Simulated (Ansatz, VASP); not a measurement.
BaZrO3 in VASP and in Ansatz

File INCAR:

```
SYSTEM = BaZrO3
ALGO = Normal ; EDIFF = 1E-6
ENCUT = 520 ; GGA = PS
ISIF = 2 ; ISMEAR = -1
LASPH = .TRUE. ; LCHARG = .FALSE.
LREAL = .FALSE. ; LWAVE = .FALSE.
NBANDS = 28 ; NELM = 80
PREC = Accurate ; SIGMA = 0.05
```

KPOINTS

```
k-points
0
G
  6 6 6
  0 0 0
```

The input POSCAR:

```
BaZrO3
1.0
    4.1057784409      0.0000000000      0.0000000000
    0.0000000000      4.1057784409      0.0000000000
    0.0000000000      0.0000000000      4.1057784409
Ba Zr O
1 1 3
Direct
    0.0000000000      0.0000000000      0.0000000000
    0.5000000000      0.5000000000      0.5000000000
    0.5000000000      0.5000000000      0.0000000000
    0.5000000000      0.0000000000      0.5000000000
    0.0000000000      0.5000000000      0.5000000000
```

Contents of input.yaml:

```yaml
crystal:
  lattice:
    - [4.1057784409, 0.0, 0.0]
    - [0.0, 4.1057784409, 0.0]
    - [0.0, 0.0, 4.1057784409]
  atoms:
    - { symbol: Ba, position: [0.0, 0.0, 0.0] }
    - { symbol: Zr, position: [0.5, 0.5, 0.5] }
    - { symbol: O, position: [0.5, 0.5, 0.0] }
    - { symbol: O, position: [0.5, 0.0, 0.5] }
    - { symbol: O, position: [0.0, 0.5, 0.5] }
kpoints:
  mp_grid: { grid: [6, 6, 6] }
scf:
  occupations: { method: fermi_dirac, width: 0.05 }
hamiltonian:
  xc: pbesol
  pseudopotentials: { kind: all_electron, lapw: { basis_error: 0.001 } }
output:
  forces: true
  stress: true
  eigenvalues: true
```

Change from the starting cell: volume scaled by 0.94.

Alike in both runs: task single point; functional PBEsol; k mesh 6 × 6 × 6; occupations fermi-dirac, width 0.05 eV; no spin polarisation.

|  | VASP | Ansatz |
| --- | --- | --- |
| version | VASP 6.6.1 | Ansatz 0.2.0 |
| potentials or method | VASP PAW PBE potentials, release 64 (Ba_sv, Zr_sv, O), cutoff 520 eV | all-electron LAPW, scalar-relativistic |

VASP gave:

| Property | Result |
| --- | --- |
| gap on the k mesh at the Fermi level (eV) | 3.23 |
| least direct gap on the mesh (eV) | 3.36 |
| pressure (GPa) | 11.4 |

Problem. Estimate Ansatz's values.

Solution. gap on the k mesh at the Fermi level (eV): 3.28; least direct gap on the mesh (eV): 3.39; pressure (GPa): 9.9.

VASP's potentials were made for PBE, not for PBEsol. Ansatz ran all-electron here, and VASP with PAW potentials.

Spin-orbit coupling is off throughout.
